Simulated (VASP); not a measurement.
# Ta (Im-3m) in VASP: a series of runs, part 2 of 2

VASP 6.6.1.

### Step 4. Single point, revPBE

This run uses another cell than the first one, of 18.48 Å³/atom, 1.058 times its volume.

INCAR

```
PREC = Accurate
ENCUT = 520
EDIFF = 1E-6
ISMEAR = -1
SIGMA = 0.05
LREAL = F
LASPH = T
NELM = 80
ALGO = Normal
ISIF = 2
LWAVE = F
LCHARG = F
GGA = RE
NBANDS = 12
```

KPOINTS

```
Automatic mesh
0
Gamma
  11 11 11
```

POSCAR

```
Ta
1.0
   -1.6655468140      1.6655468140      1.6655468140
    1.6655468140     -1.6655468140      1.6655468140
    1.6655468140      1.6655468140     -1.6655468140
Ta
1
Direct
    0.0000000000      0.0000000000      0.0000000000
```

Potentials or basis: VASP PAW PBE potentials, release 64 (Ta_pv).

Launch:

```bash
cat potpaw_PBE.64/Ta_pv/POTCAR > POTCAR
mpirun -np 1 vasp_std > vasp.out
```

OUTCAR:

```text
PREC = Accurate
   ENCUT = 520
   EDIFF = 1E-6
   ISMEAR = -1
   LREAL = F
   LASPH = T
   NELM = 80
   ISIF = 2
   GGA = RE

 ion  position               nearest neighbor table
   1  0.000  0.000  0.000-

  LATTYP: Found a body centered cubic cell.
 ALAT       =     3.3310936280

  Lattice vectors:

 A1 = (  -1.6655468140,   1.6655468140,   1.6655468140)
 A2 = (   1.6655468140,  -1.6655468140,   1.6655468140)
 A3 = (   1.6655468140,   1.6655468140,  -1.6655468140)

Analysis of symmetry for initial positions (statically):
=====================================================================
 Subroutine PRICEL returns:
 Original cell was already a primitive cell.

 Routine SETGRP: Setting up the symmetry group for a
 body centered cubic supercell.

 Subroutine GETGRP returns: Found 48 space group operations
 (whereof 48 operations were pure point group operations)
 out of a pool of 48 trial point group operations.

The static configuration has the point symmetry O_h .

Analysis of symmetry for dynamics (positions and initial velocities):
=====================================================================
 Subroutine PRICEL returns:
 Original cell was already a primitive cell.

 Routine SETGRP: Setting up the symmetry group for a
 body centered cubic supercell.

 Subroutine GETGRP returns: Found 48 space group operations
 (whereof 48 operations were pure point group operations)
 out of a pool of 48 trial point group operations.

The dynamic configuration has the point symmetry O_h .

 Subroutine INISYM returns: Found 48 space group operations
 (whereof 48 operations are pure point group operations),
 and found     1 'primitive' translations

----------------------------------------------------------------------------------------

                                     Primitive cell

  volume of cell :      18.4812

  direct lattice vectors                    reciprocal lattice vectors
[... 106 lines left out ...]
  volume/ion in A,a.u.               =      18.48       124.72
  Fermi-wavevector in a.u.,A,eV,Ry     =   1.377090  2.602322 25.801761  1.896376
  Thomas-Fermi vector in A             =   2.502275
   LORBIT       =      0    0 simple, 1 ext, 2 COOP (PROOUT), +10 PAW based schemes
   GGA     = RE    functional components
   LHFCALC =     F    Hartree Fock is set to
   AEXX    =    0.0000 exact exchange contribution
   IVDW    =     0    specifies the selected vdW correction
   LEPSILON=     F    determine dielectric tensor
   LRPA    =     F    only Hartree local field effects (RPA)
 non-spin polarized calculation
  energy-cutoff  :      520.00
  volume of cell :       18.48
 maximum number of plane-waves:       531
 NGX is ok and might be reduce to    24
   NGX = 11   NGY = 11   NGZ = 11

 number of electron      11.0000000 magnetization

 Free energy of the ion-electron system (eV)
  ---------------------------------------------------
  ext. energy  EPLUGINS =         0.00000000
  ---------------------------------------------------
  free energy    TOTEN  =       -11.42063095 eV

  energy without entropy =      -11.41058095  energy(sigma->0) =      -11.41560595

 E-fermi :   5.3341     XC(G=0): -12.4477

 val. band max:        5.3180868771   @ k =   0.1818   0.0000   0.0000
 cond. band min:       5.3858013054   @ k =   0.3636   0.1818   0.0000
 fundamental gap:      0.0677144283
 Fermi energy:         5.3340563248

 k-point     1 :       0.0000    0.0000    0.0000
  band No.  band energies     occupation
      1     -27.8501      2.00000
      2     -27.8501      2.00000
      3     -27.8501      2.00000
      4      -2.4717      2.00000
      5       6.0917      0.00000
      6       6.0917      0.00000
      7       6.0917      0.00000
      8       9.2774      0.00000
      9       9.2774      0.00000
     10      19.9983      0.00000
     11      20.2068      0.00000
     12      20.2068      0.00000
[... 331 lines left out ...]
 k-point    24 :       0.3636    0.1818    0.0909
  band No.  band energies     occupation
      1     -28.7349      2.00000
      2     -28.3383      2.00000
      3     -28.0251      2.00000
      4       2.5858      2.00000
      5       3.8201      2.00000
      6       5.3118      1.21859
      7       9.6740      0.00000
      8      10.2276      0.00000
      9      14.1643      0.00000
     10      15.1623      0.00000
     11      18.4723      0.00000
     12      19.9990      0.00000

 [... further k-points ...]
[... 5 lines left out ...]
  --------------------------------------------------------------------------------------
  -------------------------------------------------------------------------------------
  Total        0.0070975      0.0070975      0.0070975      0.0000000      0.0000000     -0.0000000
  in kB        0.6153013      0.6153013      0.6153013      0.0000000      0.0000000     -0.0000000
  external PRESSURE =       0.6153013 kB  Pullay stress =       0.0000000 kB

 VOLUME and BASIS-vectors are now :
 -----------------------------------------------------------------------------
  energy-cutoff  :      520.00
  volume of cell :       18.48
      direct lattice vectors                 reciprocal lattice vectors
    -1.665546814  1.665546814  1.665546814     0.000000000  0.300201709  0.300201709
     1.665546814 -1.665546814  1.665546814     0.300201709  0.000000000  0.300201709
     1.665546814  1.665546814 -1.665546814     0.300201709  0.300201709  0.000000000

 POSITION                                       TOTAL-FORCE (eV/Angst)
 -----------------------------------------------------------------------------------
      0.00000      0.00000      0.00000        -0.000000     -0.000000     -0.000000
 -----------------------------------------------------------------------------------
    total drift:                               -0.000000      0.000000      0.000000

  FREE ENERGIE OF THE ION-ELECTRON SYSTEM (eV)
  ---------------------------------------------------
  free  energy   TOTEN  =       -11.4206309542 eV

  energy  without entropy=      -11.4105809548  energy(sigma->0) =      -11.41560595
```

stdout:

```text
POSCAR found type information on POSCAR Ta
 POSCAR found :  1 types and       1 ions
 scaLAPACK will be used
 -----------------------------------------------------------------------------
|                                                                             |
|                                                                             |
|     You enforced a specific xc type in the INCAR file but a different       |
|     I HOPE YOU KNOW WHAT YOU ARE DOING!                                     |
|                                                                             |
 -----------------------------------------------------------------------------

 LDA part: xc-table for (Slater+PW92), standard interpolation
 POSCAR, INCAR and KPOINTS ok, starting setup
 FFT: planning ... GRIDC
 FFT: planning ... GRID_SOFT
 FFT: planning ... GRID
 WAVECAR not read
 entering main loop
```

Wall time 24 s (1 thread of AMD EPYC 7R13, shared host); peak memory 0.11 GiB.

Results:

```yaml
Free_energy: -11.4206 eV
Pressure: 0.1 GPa
```

Caveat: the PAW data sets were made with another functional, which shifts forces and pressure a little; spin-orbit coupling is left out, which moves the levels of the heavy elements.

### Step 5. Single point, BLYP

This run uses another cell than the first one, of 18.82 Å³/atom, 1.077 times its volume.

INCAR

```
SYSTEM = Ta
PREC = Accurate
ENCUT = 520
EDIFF = 1E-6
ISMEAR = -1
SIGMA = 0.05
LREAL = .FALSE.
LASPH = .TRUE.
NELM = 100
ALGO = Normal
ISIF = 2
LWAVE = .FALSE.
LCHARG = .FALSE.
GGA = B5
ALDAX = 1.0
AGGAX = 1.0
AGGAC = 1.0
ALDAC = 0.0
NBANDS = 12
```

KPOINTS

```
regular mesh
0
G
  11 11 11
  0 0 0
```

POSCAR

```
Ta
1.0
   -1.6756686280      1.6756686280      1.6756686280
    1.6756686280     -1.6756686280      1.6756686280
    1.6756686280      1.6756686280     -1.6756686280
Ta
1
Direct
    0.0000000000      0.0000000000      0.0000000000
```

Launch:

```bash
cat potpaw_PBE.64/Ta_pv/POTCAR > POTCAR
mpirun -np 1 vasp_std > vasp.out
```

Run time: 28 s. Hardware: 1 thread of AMD EPYC 7R13, shared host; peak memory 0.11 GiB.

The run converged. Its results:

| Property | Result |
| --- | --- |
| Free energy | -10.3046 eV |
| Pressure | 0.9 GPa |

Levels at points of the mesh, in eV from the Fermi level:
| k point | band 1 | band 2 | band 3 | band 4 | band 5 | band 6 | band 7 | band 8 | band 9 | band 10 |
| --- | --- | --- | --- | --- | --- | --- | --- | --- | --- | --- |
| (0.00, 0.00, 0.00) | -33.12 | -33.12 | -33.12 | -7.60 | 0.61 | 0.61 | 0.61 | 3.75 | 3.75 | 13.94 |

Caveat: the PAW data sets were made with another functional, which shifts forces and pressure a little; spin-orbit coupling is left out, which moves the levels of the heavy elements.

### Step 6. Single point, PBE

This run uses another cell than the first one, of 18.01 Å³/atom, 1.031 times its volume.

INCAR

```
PREC = Accurate ; ENCUT = 520
EDIFF = 1E-6 ; ISMEAR = 0
SIGMA = 0.022 ; LREAL = False
LASPH = True ; NELM = 100
ALGO = Normal ; ISIF = 2
LWAVE = False ; LCHARG = False
GGA = PE ; NBANDS = 12
```

KPOINTS

```
regular mesh
0
Gamma
  11 11 11
```

POSCAR

```
Ta
1.0
   -1.6512800000      1.6512800000      1.6512800000
    1.6512800000     -1.6512800000      1.6512800000
    1.6512800000      1.6512800000     -1.6512800000
Ta
1
Direct
    0.0000000000      0.0000000000      0.0000000000
```

Potentials or basis: VASP PAW PBE potentials, release 64 (Ta_pv).

Launch:

```bash
cat potpaw_PBE.64/Ta_pv/POTCAR > POTCAR
mpirun -np 1 vasp_std > vasp.out
```

It took 6.1 s on 1 thread of AMD EPYC 9R45 (Zen 5), shared host; peak memory 0.11 GiB.

It converged, with:

```
Free energy : -11.8153 eV
Pressure    : 2.2 GPa
```

Levels at points of the mesh, in eV from the Fermi level:
| k point | band 1 | band 2 | band 3 | band 4 | band 5 | band 6 | band 7 | band 8 | band 9 | band 10 |
| --- | --- | --- | --- | --- | --- | --- | --- | --- | --- | --- |
| (0.00, 0.00, 0.00) | -33.02 | -33.02 | -33.02 | -7.88 | 0.78 | 0.78 | 0.78 | 4.05 | 4.05 | 14.75 |

Caveat: spin-orbit coupling is left out, which moves the levels of the heavy elements.

### Step 7. The runs side by side

```csv
level,cell,smearing,gap on the mesh (eV),pressure (GPa)
PBEsol,"a = 2.831 Å, angles 109.5°, 1 atom",fermi-dirac 0.05 eV,none,2.2
RPBE,"a = 2.890 Å, angles 109.5°, 1 atom",fermi-dirac 0.05 eV,none,0.0
revPBE,"a = 2.885 Å, angles 109.5°, 1 atom",fermi-dirac 0.05 eV,none,0.1
BLYP,"a = 2.902 Å, angles 109.5°, 1 atom",fermi-dirac 0.05 eV,none,0.9
PBE,"a = 2.860 Å, angles 109.5°, 1 atom",gaussian 0.022 eV,none,2.2
```

Alike in all rows: task single point; potentials or basis VASP PAW PBE potentials, release 64 (Ta_pv); no spin polarisation; k mesh 11 × 11 × 11; cutoff (eV) 520.

Caveats: spin-orbit coupling is left out, which moves the levels of the heavy elements; the PAW data sets were made with another functional, which shifts forces and pressure a little (some runs).

Absolute energies hang on the potentials; compare differences alone.
